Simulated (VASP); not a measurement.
Wanted: the native input for a VASP 6.6.1 run.

* Task: single point
* Functional: PBEsol
* Potentials or basis: VASP PAW PBE potentials, release 64 (Al, Ni)
* Cutoff: 520 eV
* k mesh: 11 × 11 × 11
* Occupations: fermi-dirac, width 0.1 eV
* Spin: collinear spin, ferromagnetic start
* Starting moments: [0.0, 1.0] μB
* Dipole correction: no
* Further INCAR settings: ALGO = Normal; EDIFF = 1e-06; NBANDS = 18

The structure of AlNi lies in POSCAR:

```
AlNi
1.0
    2.8810000000      0.0000000000      0.0000000000
    0.0000000000      2.8810000000      0.0000000000
    0.0000000000      0.0000000000      2.8810000000
Al Ni
1 1
Direct
    0.0000000000      0.0000000000     -0.0173550850
    0.5000000000      0.5000000000      0.5000000000
```

The input as run:

INCAR

```
SYSTEM = AlNi
ALGO     = Normal         ! electronic algorithm
EDIFF    = 1E-6           ! SCF threshold, eV
ENCUT    = 520            ! plane-wave cutoff, eV
GGA      = PS             ! functional
ISIF     = 2              ! what is computed and relaxed
ISMEAR   = -1             ! smearing method
ISPIN    = 2              ! spin polarisation
LASPH    = .TRUE.         ! aspherical terms in the spheres
LCHARG   = .FALSE.        ! write CHGCAR
LMAXMIX  = 4              ! l up to which the mixer works
LORBIT   = 11             ! projections on sites
LREAL    = .FALSE.        ! projectors in reciprocal space
LWAVE    = .FALSE.        ! write WAVECAR
MAGMOM   = 0 1            ! initial moments
NBANDS   = 18             ! bands
NELM     = 150            ! most SCF steps
PREC     = Accurate       ! precision mode
SIGMA    = 0.1            ! smearing width, eV
```

KPOINTS

```
k-points
0
G
  11 11 11
  0 0 0
```

Potentials or basis: VASP PAW PBE potentials, release 64 (Al, Ni).

Launch:

```console
$ cat potpaw_PBE.64/Al/POTCAR potpaw_PBE.64/Ni/POTCAR > POTCAR
$ mpirun -np 1 vasp_std > vasp.out
```

Results of the run:

The pressure is -2.8 GPa, the largest force is 0.290 eV/Å and the net moment is 0.00 μB per cell. The valence electrons inside the program's atomic spheres are Al 0.80; Ni 9.48.

Caveat: the PAW data sets were made with another functional, which shifts forces and pressure a little.

It took 34 s on 1 thread of Intel(R) Xeon(R) 6975P-C (Granite Rapids), on a shared host, peak memory 0.2 GiB.
